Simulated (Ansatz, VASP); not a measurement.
## KBr: VASP beside Ansatz

INCAR

```
ALGO     = Normal         # electronic algorithm
EDIFF    = 1E-6           # SCF threshold, eV
EDIFFG   = -0.005         # ionic threshold
ENCUT    = 600            # plane-wave cutoff, eV
GGA      = PE             # functional
IBRION   = 2              # ionic algorithm
ISIF     = 3              # what is computed and relaxed
ISMEAR   = 0              # smearing method
IVDW     = 12             # dispersion correction
LASPH    = True           # aspherical terms in the spheres
LCHARG   = False          # write CHGCAR
LREAL    = False          # projectors in reciprocal space
LWAVE    = False          # write WAVECAR
NELM     = 100            # most SCF steps
NSW      = 70             # ionic steps
PREC     = Accurate       # precision mode
SIGMA    = 0.02           # smearing width, eV
```

Contents of KPOINTS:

```
k-points
0
Gamma
  6 6 6
```

The input POSCAR:

```
KBr
1.0
    0.0000000000      3.3504479376      3.3504479376
    3.3504479376      0.0000000000      3.3504479376
    3.3504479376      3.3504479376      0.0000000000
K Br
1 1
Direct
    0.0000000000      0.0000000000      0.0000000000
    0.5000000000      0.5000000000      0.5000000000
```

Input for Ansatz:

```yaml
crystal:
  lattice:
    - [0.0, 3.3504479376, 3.3504479376]
    - [3.3504479376, 0.0, 3.3504479376]
    - [3.3504479376, 3.3504479376, 0.0]
  atoms:
    - { symbol: K, position: [0.0, 0.0, 0.0] }
    - { symbol: Br, position: [0.5, 0.5, 0.5] }
basis:
  ecutwfc: 420
kpoints:
  mp_grid: { grid: [6, 6, 6] }
hamiltonian:
  xc: pbe
  dispersion: d3bj
scf:
  occupations: { method: gaussian, width: 0.02 }
output:
  forces: true
  stress: true
  eigenvalues: true
relax:
  adjacent_minimum: "off"
  f_tol: 0.005
  max_steps: 50
  cell: { stress_tol: 0.05 }
```

Alike in both runs: task relaxation of cell and atoms; functional PBE; dispersion D3(BJ); k mesh 6 × 6 × 6; occupations gaussian, width 0.02 eV; no spin polarisation.

```csv
,VASP,Ansatz
version,VASP 6.6.1,Ansatz 0.2.0
potentials or method,"VASP PAW PBE potentials, release 64 (K_sv, Br), cutoff 600 eV","scalar-relativistic, plane waves, PAW"
valence electrons in the cell,16,16
```

|  | VASP | Ansatz | Ansatz less VASP |
| --- | --- | --- | --- |
| gap on the k mesh at the Fermi level, each at its own relaxed structure (eV) | 4.47 | 4.48 | +0.010 |
| relaxed volume (Å³/atom) | 35.50 | 35.38 | -0.116 |
| relaxed cell length with the largest relative difference (Å) | 4.648 | 4.643 | -0.0051 |
